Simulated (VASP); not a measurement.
Input of a VASP 6.6.1 run:

File INCAR:

```
ALGO = Normal ; EDIFF = 1E-7
ENCUT = 520 ; GGA = PE
ISIF = 2 ; ISMEAR = 0
LASPH = T ; LCHARG = F
LREAL = F ; LWAVE = F
NBANDS = 32 ; NELM = 100
PREC = Accurate ; SIGMA = 0.1
```

Contents of KPOINTS:

```
k-points
0
Gamma
  8 8 8
```

File POSCAR:

```
HfNbSe4
1.0
    0.0000000000      3.9183070986      3.9183070986
    3.9183070986      0.0000000000      3.9183070986
    3.9183070986      3.9183070986      0.0000000000
Hf Nb Se
1 1 4
Direct
    0.0000000000      0.0000000000      0.0000000000
    0.2500000000      0.2500000000      0.2500000000
    0.6247922345      0.6247922345      0.1256232965
    0.6247922345      0.1256232965      0.6247922345
    0.1256232965      0.6247922345      0.6247922345
    0.6247922345      0.6247922345      0.6247922345
```

Potentials or basis: VASP PAW PBE potentials, release 64 (Hf_pv, Nb_sv, Se).

Command:

```console
$ cat potpaw_PBE.64/Hf_pv/POTCAR potpaw_PBE.64/Nb_sv/POTCAR potpaw_PBE.64/Se/POTCAR > POTCAR
$ mpirun -np 1 vasp_std > vasp.out
```

Question: Estimate the largest force.

Answer: 0.003 eV/Å.

Question: Estimate the pressure.

Answer: -0.2 GPa.

Forces in eV/Å, atoms in the order of the input:
```
Hf   0.000  0.000  0.000
Nb   0.000  0.000  0.000
Se  -0.002 -0.002  0.002
Se  -0.002  0.002 -0.002
Se   0.002 -0.002 -0.002
Se   0.002  0.002  0.002
```
